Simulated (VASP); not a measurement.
Runs of VASP 6.6.1 on HfO2. It takes space group P4_2/nmc (No. 137, tetragonal). The conventional cell has a = 3.558 Å, b = 3.558 Å, c = 5.172 Å, α = 90.00°, β = 90.00°, γ = 90.00°. Within 2.7 Å of Hf (site symmetry -4m2) lie 8 O at 2.05 to 2.37 Å. O (site symmetry 2mm) has 4 Hf at 2.05 to 2.37 Å and 6 O at 2.57 to 2.59 Å within 2.7 Å. 

```tsv
level	potentials or basis	gap on the mesh (eV)	pressure (GPa)	largest force (eV/Å)
LDA	VASP PAW LDA potentials, release 64 (Hf_pv, O)	4.55	-7.4	-
revPBE	VASP PAW PBE potentials, release 64 (Hf_pv, O)	4.81	(b)	0.12
PBEsol	VASP PAW PBE potentials, release 64 (Hf_pv, O)	4.63	-1.4	0.06
r2SCAN	VASP PAW PBE potentials, release 64 (Hf_pv, O)	5.29	0.4	-
PBE	VASP PAW PBE potentials, release 64 (Hf_pv, O)	4.76	(a)	0.10
```

Alike in all rows: task single point; no spin polarisation; cell as given; k mesh 6 × 6 × 4; cutoff (eV) 520; smearing gaussian 0.01 eV.

Question: Estimate the missing entries.

Answer: (a) 6.5; (b) 10.2.

Caveats: spin-orbit coupling is left out, which moves the levels of the heavy elements; the PAW data sets were made with another functional, which shifts forces and pressure a little (some runs).

A k mesh can miss the band edges, and the runs leave out spin-orbit coupling on Hf.
